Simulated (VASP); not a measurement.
Write the native input for VASP 6.6.1 that does the following.

- Task: relaxation of cell and atoms
- Functional: r2SCAN
- Potentials or basis: VASP PAW PBE potentials, release 64 (Pt)
- Cutoff: 600 eV
- k mesh: 18 × 18 × 18
- Occupations: tetrahedron
- Spin: no spin polarisation
- Hubbard terms: Pt d U = 3.0 eV
- Dipole correction: no
- Further INCAR settings: ALGO = Normal; EDIFF = 1e-06; IBRION = 2; EDIFFG = -0.005; NSW = 100; ISIF = 3

The system is Pt.

```xyz
1
Lattice="0.0000 1.9716 1.9716 1.9716 0.0000 1.9716 1.9716 1.9716 0.0000" Properties=species:S:1:pos:R:3 pbc="T T T"
Pt    0.0000    0.0000    0.0000
```

One way to write it, as run:

POSCAR

```
Pt
1.0
    0.0000000000      1.9715751800      1.9715751800
    1.9715751800      0.0000000000      1.9715751800
    1.9715751800      1.9715751800      0.0000000000
Pt
1
Direct
    0.0000000000      0.0000000000      0.0000000000
```

INCAR.step1

```
SYSTEM = Pt
ALGO     = Normal         ! electronic algorithm
EDIFF    = 1E-4           ! SCF threshold, eV
ENCUT    = 600            ! plane-wave cutoff, eV
GGA      = PE             ! functional
ISMEAR   = -4             ! smearing method
LASPH    = .TRUE.         ! aspherical terms in the spheres
LCHARG   = .FALSE.        ! write CHGCAR
LDAU     = .TRUE.         ! DFT+U
LDAUJ    = 0            
LDAUL    = 2              ! shell
LDAUTYPE = 2            
LDAUU    = 3              ! U, eV
LMAXMIX  = 4              ! l up to which the mixer works
LREAL    = .FALSE.        ! projectors in reciprocal space
LWAVE    = .TRUE.         ! write WAVECAR
NELM     = 150            ! most SCF steps
PREC     = Accurate       ! precision mode
SIGMA    = 0.1            ! smearing width, eV
```

INCAR.step2

```
SYSTEM = Pt
ALGO     = Normal         ! electronic algorithm
EDIFF    = 1E-6           ! SCF threshold, eV
EDIFFG   = -0.005         ! ionic threshold
ENCUT    = 600            ! plane-wave cutoff, eV
IBRION   = 2              ! ionic algorithm
ISIF     = 3              ! what is computed and relaxed
ISMEAR   = -4             ! smearing method
ISTART   = 1            
LASPH    = .TRUE.         ! aspherical terms in the spheres
LCHARG   = .FALSE.        ! write CHGCAR
LDAU     = .TRUE.         ! DFT+U
LDAUJ    = 0            
LDAUL    = 2              ! shell
LDAUPRINT= 1            
LDAUTYPE = 2            
LDAUU    = 3              ! U, eV
LMAXMIX  = 4              ! l up to which the mixer works
LMIXTAU  = .TRUE.       
LREAL    = .FALSE.        ! projectors in reciprocal space
LWAVE    = .FALSE.        ! write WAVECAR
METAGGA  = R2SCAN         ! meta-GGA
NELM     = 150            ! most SCF steps
NSW      = 100            ! ionic steps
PREC     = Accurate       ! precision mode
SIGMA    = 0.1            ! smearing width, eV
```

KPOINTS

```
k-points
0
G
  18 18 18
  0 0 0
```

Potentials or basis: VASP PAW PBE potentials, release 64 (Pt).

The run is started by

```bash
$ cat potpaw_PBE.64/Pt/POTCAR > POTCAR
$ cp INCAR.step1 INCAR
$ mpirun -np 1 vasp_std > vasp.out
$ cp INCAR.step2 INCAR
$ mpirun -np 1 vasp_std > vasp.out
```

Results of the run:

```
Relaxed volume                        : 14.89 Å³/atom
Relaxed cell                          : a = 2.761 Å, b = 2.761 Å, c = 2.761 Å, α = 60.00°, β = 60.00°, γ = 60.00°
Space group after relaxing (to 0.1 Å) : Fm-3m (No. 225)
Energy gained by relaxing             : 10.3 meV/atom
Ionic steps                           : 6
Pressure after relaxing               : 0.0 GPa
Band gap on the k mesh                : zero (bands 5 and 6 overlap by 2.69 eV)
```

Caveat: the PAW data sets were made with another functional, which shifts forces and pressure a little; spin-orbit coupling is left out, which moves the levels of the heavy elements; U without spin polarisation on a metal has little footing; the U is typed as a test and isn't derived for this compound; tetrahedron occupations give inexact forces and stress in metals.

Wall time 3.8 min on 1 thread of Intel(R) Xeon(R) Platinum 8488C (Sapphire Rapids) (shared host), peak memory 0.18 GiB.
